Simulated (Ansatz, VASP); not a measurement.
**SrLi2SnSe4 in VASP and in Ansatz**

```
Sn Sr Li Se
1.0
    -3.51888    3.51888    4.15233
     3.51888   -3.51888    4.15233
     3.51888    3.51888   -4.15233
Sn Sr Li Se
1 1 2 4
Direct
  0.00000 0.00000 0.00000
  0.50000 0.50000 0.00000
  0.25000 0.75000 0.50000
  0.75000 0.25000 0.50000
  0.03412 0.03412 0.41655
  0.96588 0.38243 0.00000
  0.61757 0.61757 0.58345
  0.38243 0.96588 0.00000
```

Alike in both runs: functional r2SCAN; k mesh 4 × 4 × 4; occupations gaussian, width 0.005 eV; no spin polarisation.

Ansatz relaxed the structure, and its values are those at the end. VASP's run is a single point on that final structure, the one shown.

```csv
,VASP,Ansatz
version,VASP 6.6.1,Ansatz 0.2.0
potentials or method,"VASP PAW PBE potentials, release 64 (Sn_d, Sr_sv, Li_sv, Se), cutoff 520 eV",PAW plane waves
valence electrons in the cell,54,94
```

|  | VASP | Ansatz | Ansatz less VASP |
| --- | --- | --- | --- |
| gap on the k mesh at the Fermi level (eV) | 2.09 | 2.09 | -0.002 |
| rms of the force components (eV/Å) | 0.003 | 0.001 | -0.0022 |

VASP's potentials were made for PBE, not for r2SCAN. VASP's potentials hold 54 valence electrons a cell and Ansatz's 94, so a difference there can come from the potentials and not from the codes.

Noted on VASP's run: the cutoff is short for stress, so the pressure is rough.
